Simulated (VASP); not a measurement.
# W (Im-3m) in VASP: further runs, part 2 of 2

VASP 6.6.1. Earlier steps stand in the parts before.

### Step 4. Single point, PBE

This run uses another cell than the first one: it holds 2 atoms, not 1.

Contents of INCAR:

```
PREC     = Accurate       # precision mode
ENCUT    = 520            # plane-wave cutoff, eV
EDIFF    = 1E-6           # SCF threshold, eV
ISMEAR   = 0              # smearing method
SIGMA    = 0.1            # smearing width, eV
LREAL    = False          # projectors in reciprocal space
LASPH    = True           # aspherical terms in the spheres
NELM     = 80             # most SCF steps
ALGO     = Fast           # electronic algorithm
ISIF     = 2              # what is computed and relaxed
LWAVE    = False          # write WAVECAR
LCHARG   = False          # write CHGCAR
GGA      = PE             # functional
NBANDS   = 21             # bands
```

Contents of KPOINTS:

```
regular mesh
0
Gamma
  16 16 16
```

Contents of POSCAR:

```
W
1.0
    3.1835631541      0.0000000000      0.0000000000
    0.0000000000      3.1835631541      0.0000000000
    0.0000000000      0.0000000000      3.1835631541
W
2
Direct
    0.0000000000      0.0000000000      0.0000000000
    0.5000000000      0.5000000000      0.5000000000
```

Potentials or basis: VASP PAW PBE potentials, release 64 (W_sv).

On the command line:

```
> cat potpaw_PBE.64/W_sv/POTCAR > POTCAR
> mpirun -np 1 vasp_std > vasp.out
```

OUTCAR:

```text
PREC = Accurate
   ENCUT = 520
   EDIFF = 1E-6
   ISMEAR = 0
   LREAL = False
   LASPH = True
   NELM = 80
   ISIF = 2
   GGA = PE

 ion  position               nearest neighbor table
   1  0.000  0.000  0.000-   2 2.76   2 2.76   2 2.76   2 2.76   2 2.76   2 2.76   2 2.76   2 2.76

   2  0.500  0.500  0.500-   1 2.76   1 2.76   1 2.76   1 2.76   1 2.76   1 2.76   1 2.76   1 2.76

  LATTYP: Found a simple cubic cell.
 ALAT       =     3.1835631541

  Lattice vectors:

 A1 = (   3.1835631541,   0.0000000000,   0.0000000000)
 A2 = (   0.0000000000,   3.1835631541,   0.0000000000)
 A3 = (   0.0000000000,   0.0000000000,   3.1835631541)

Analysis of symmetry for initial positions (statically):
=====================================================================
 Subroutine PRICEL returns following result:

  LATTYP: Found a body centered cubic cell.
 ALAT       =     3.1835631541

  Lattice vectors:

 A1 = (   1.5917815770,   1.5917815770,  -1.5917815770)
 A2 = (  -1.5917815770,   1.5917815770,   1.5917815770)
 A3 = (   1.5917815770,  -1.5917815770,   1.5917815770)

   2 primitive cells build up your supercell.

 Routine SETGRP: Setting up the symmetry group for a
 simple cubic supercell.

 Subroutine GETGRP returns: Found 48 space group operations
 (whereof 48 operations were pure point group operations)
 out of a pool of 48 trial point group operations.

The static configuration has the point symmetry O_h .

Analysis of symmetry for dynamics (positions and initial velocities):
=====================================================================
 Subroutine PRICEL returns following result:

  LATTYP: Found a body centered cubic cell.
 ALAT       =     3.1835631541

  Lattice vectors:

[... 123 lines left out ...]
   NUPDOWN=      -1.0000    fix difference up-down
   EMIN   =  10.00;   EMAX   =-10.00  energy-range for DOS
   EFERMI =   0.00;   METHOD = LEGACY
   ISMEAR =     0;   SIGMA  =   0.10  broadening in eV -4-tet -1-fermi 0-gaus
   EFERMI_NEDOS =   21; number of points for ismear=-14 and -15
   IALGO  =     68    algorithm
   IMIX   =      4    mixing-type and parameters
     AMIX     =   0.40;   BMIX     =  1.00
     AMIX_MAG =   1.60;   BMIX_MAG =  1.00
  volume/ion in A,a.u.               =      16.13       108.87
  Fermi-wavevector in a.u.,A,eV,Ry     =   1.561519  2.950844 33.175666  2.438343
  Thomas-Fermi vector in A             =   2.664573
   LORBIT       =      0    0 simple, 1 ext, 2 COOP (PROOUT), +10 PAW based schemes
   GGA     = PE    functional components
   LHFCALC =     F    Hartree Fock is set to
   AEXX    =    0.0000 exact exchange contribution
   IVDW    =     0    specifies the selected vdW correction
   LEPSILON=     F    determine dielectric tensor
   LRPA    =     F    only Hartree local field effects (RPA)
 non-spin polarized calculation
 RMM-DIIS sequential band-by-band and
 Gauss-broadening in eV      SIGMA  =   0.10
  energy-cutoff  :      520.00
  volume of cell :       32.27
 maximum number of plane-waves:       912
 NGX is ok and might be reduce to    24

 number of electron      27.9999994 magnetization

 Free energy of the ion-electron system (eV)
  ---------------------------------------------------
  ext. energy  EPLUGINS =         0.00000000
  ---------------------------------------------------
  free energy    TOTEN  =       -25.90794279 eV

  energy without entropy =      -25.90077642  energy(sigma->0) =      -25.90435960

 E-fermi :  11.2246     XC(G=0): -13.5416

 val. band max:       11.2242031353   @ k =   0.2500   0.1875   0.0000
 cond. band min:      11.2295636346   @ k =   0.5000   0.1250   0.0000
 fundamental gap:      0.0053604993
 Fermi energy:        11.2246209739

 k-point     1 :       0.0000    0.0000    0.0000
  band No.  band energies     occupation
      1     -63.0176      2.00000
      2     -62.8010      2.00000
      3     -27.4576      2.00000
      4     -27.4576      2.00000
      5     -27.4576      2.00000
      6     -26.6046      2.00000
[... 565 lines left out ...]
     20      14.6976      0.00000
     21      24.8569      0.00000

 [... further k-points ...]

------------------------ aborting loop because EDIFF is reached ----------------------------------------

  FORCE on cell =-STRESS in cart. coord.  units (eV):
  Direction    XX          YY          ZZ          XY          YZ          ZX
  --------------------------------------------------------------------------------------
  -------------------------------------------------------------------------------------
  Total        0.1169785      0.1169785      0.1169785      0.0000000      0.0000000     -0.0000000
  in kB        5.8086624      5.8086624      5.8086624      0.0000000      0.0000000     -0.0000000
  external PRESSURE =       5.8086624 kB  Pullay stress =       0.0000000 kB

 VOLUME and BASIS-vectors are now :
 -----------------------------------------------------------------------------
  energy-cutoff  :      520.00
  volume of cell :       32.27
      direct lattice vectors                 reciprocal lattice vectors
     3.183563154  0.000000000  0.000000000     0.314113448  0.000000000  0.000000000
     0.000000000  3.183563154  0.000000000     0.000000000  0.314113448  0.000000000
     0.000000000  0.000000000  3.183563154     0.000000000  0.000000000  0.314113448

 POSITION                                       TOTAL-FORCE (eV/Angst)
 -----------------------------------------------------------------------------------
      0.00000      0.00000      0.00000         0.000000      0.000000      0.000000
      1.59178      1.59178      1.59178        -0.000000     -0.000000     -0.000000
 -----------------------------------------------------------------------------------
    total drift:                                0.000000      0.000000     -0.000000

  FREE ENERGIE OF THE ION-ELECTRON SYSTEM (eV)
  ---------------------------------------------------
  free  energy   TOTEN  =       -25.9079427886 eV

  energy  without entropy=      -25.9007764213  energy(sigma->0) =      -25.90435960
```

OSZICAR:

```text
N       E                     dE             d eps       ncg     rms          rms(c)
DAV:   1     0.270526078698E+03    0.27053E+03   -0.15774E+04  6938   0.155E+03
DAV:   2    -0.181334857068E+02   -0.28866E+03   -0.28074E+03  7489   0.457E+02
DAV:   3    -0.270917159353E+02   -0.89582E+01   -0.87888E+01  7874   0.794E+01
DAV:   4    -0.271764065764E+02   -0.84691E-01   -0.84647E-01  7525   0.816E+00
DAV:   5    -0.271772443228E+02   -0.83775E-03   -0.83774E-03  7924   0.845E-01    0.286E+01
RMM:   6    -0.261697077372E+02    0.10075E+01   -0.11720E+00  7207   0.849E+00    0.117E+01
RMM:   7    -0.259124163018E+02    0.25729E+00   -0.91238E-01  7504   0.716E+00    0.114E+00
RMM:   8    -0.259078078211E+02    0.46085E-02   -0.34638E-02  8386   0.153E+00    0.288E-01
RMM:   9    -0.259078829337E+02   -0.75113E-04   -0.62846E-03  8233   0.688E-01    0.753E-02
RMM:  10    -0.259079403059E+02   -0.57372E-04   -0.69185E-04  8839   0.270E-01    0.224E-02
RMM:  11    -0.259079382444E+02    0.20615E-05   -0.18065E-04  8593   0.136E-01    0.621E-03
RMM:  12    -0.259079433032E+02   -0.50587E-05   -0.41095E-05  8270   0.651E-02    0.105E-02
RMM:  13    -0.259079425255E+02    0.77768E-06   -0.11795E-05  7505   0.350E-02    0.547E-03
RMM:  14    -0.259079427886E+02   -0.26313E-06   -0.25015E-06  5821   0.159E-02
   1 F= -.25907943E+02 E0= -.25904360E+02  d E =-.716637E-02
```

stdout:

```text
POSCAR found type information on POSCAR W
 POSCAR found :  1 types and       2 ions
 scaLAPACK will be used
 LDA part: xc-table for (Slater+PW92), standard interpolation
 POSCAR, INCAR and KPOINTS ok, starting setup
 FFT: planning ... GRIDC
 FFT: planning ... GRID_SOFT
 FFT: planning ... GRID
 WAVECAR not read
 entering main loop
WARNING in EDDRMM: call to ZHEGV failed, returncode =   8  4     21
WARNING in EDDRMM: call to ZHEGV failed, returncode =   8  4     21
```

Run time: 44 s. Hardware: 1 thread of AMD EPYC 9R45 (Zen 5), shared host; peak memory 0.17 GiB.

Results:

| Quantity | Value |
| --- | --- |
| Free energy | -25.9079 eV |
| Pressure | 0.6 GPa |
| Band gap on the k mesh | zero (band 14 reaches 11.81 eV, above the bottom of band 15 at 10.67 eV) |

Caveat: spin-orbit coupling is left out, which moves the levels of the heavy elements.

### Step 5. Relaxation of cell and atoms, PBE

This run uses another cell than the first one, of 15.93 Å³/atom, 0.988 times its volume.

Contents of INCAR:

```
  ALGO = Fast
  EDIFF = 1E-6
  EDIFFG = -0.005
  ENCUT = 600
  GGA = PE
  IBRION = 2
  ISIF = 3
  ISMEAR = 0
  LASPH = T
  LCHARG = F
  LREAL = F
  LWAVE = F
  NELM = 100
  NSW = 100
  PREC = Accurate
  SIGMA = 0.1
```

Contents of KPOINTS:

```
k-points
0
Gamma
  18 18 18
```

Contents of POSCAR:

```
W
1.0
   -1.5851577801      1.5851577801      1.5851577801
    1.5851577801     -1.5851577801      1.5851577801
    1.5851577801      1.5851577801     -1.5851577801
W
1
Direct
    0.0000000000      0.0000000000      0.0000000000
```

On the command line:

```
> cat potpaw_PBE.64/W_sv/POTCAR > POTCAR
> mpirun -np 1 vasp_std > vasp.out
```

Wall time 66 s (1 thread of AMD EPYC 9R45 (Zen 5), shared host); peak memory 0.15 GiB.

The run converged. Its results:

* Free energy: -12.9514 eV
* Relaxed volume: 16.16 Å³/atom
* Relaxed cell: a = 2.759 Å, b = 2.759 Å, c = 2.759 Å, α = 109.47°, β = 109.47°, γ = 109.47°
* Space group after relaxing (to 0.05 Å): Im-3m (No. 229)
* Energy gained by relaxing: 3.2 meV/atom
* Ionic steps: 4
* Pressure after relaxing: 0.0 GPa
* Band gap on the k mesh: zero (band 7 reaches 16.20 eV, above the bottom of band 8 at 9.97 eV)

Step by step:
```
step  energy change (eV)  largest force (eV/Å)  pressure (GPa)  volume (Å³)
   1              0.0000                0.0000            4.54        15.93
   2              0.0345                0.0000          -13.76        17.00
   3             -0.0032                0.0000           -0.10        16.17
   4             -0.0032                0.0000           -0.02        16.16
```

Final structure:
```
CELL_PARAMETERS angstrom
-1.59270 1.59270 1.59270
1.59270 -1.59270 1.59270
1.59270 1.59270 -1.59270
ATOMIC_POSITIONS crystal
W 0.00000 0.00000 0.00000
```

Levels at points of the mesh, in eV from the Fermi level:
```
           k point  band 4  band 5  band 6  band 7  band 8  band 9  band 10  band 11
(0.00, 0.00, 0.00)  -37.79   -9.53   -1.19   -1.19   -1.19    2.22     2.22    14.47
(0.50, 0.00, 0.00)  -37.80   -6.15   -3.47    0.61    2.10    3.06     5.98    10.78
(0.50, 0.50, 0.50)  -38.64   -5.68   -5.68    5.03    5.03    5.03     8.09     8.09
```

Caveat: spin-orbit coupling is left out, which moves the levels of the heavy elements.

### Step 6. The runs side by side

| task | cell | k mesh | cutoff (eV) | gap on the mesh (eV) | pressure (GPa) |
| --- | --- | --- | --- | --- | --- |
| single point | a = 2.757 Å, angles 109.5°, 1 atom | 18 × 18 × 18 | 520 | none | 0.5 |
| relaxation of cell and atoms | relaxed from a = 2.746 Å, angles 109.5°, 1 atom | 18 × 18 × 18 | 600 | none | 0.0 |
| single point | a = 3.184 Å, 2 atoms | 16 × 16 × 16 | 520 | none | 0.6 |

Alike in all rows: level PBE; potentials or basis VASP PAW PBE potentials, release 64 (W_sv); no spin polarisation; smearing gaussian 0.1 eV.

Caveats: spin-orbit coupling is left out, which moves the levels of the heavy elements.

Total energies depend on the potentials used, so only differences within one code and one set of settings carry meaning.
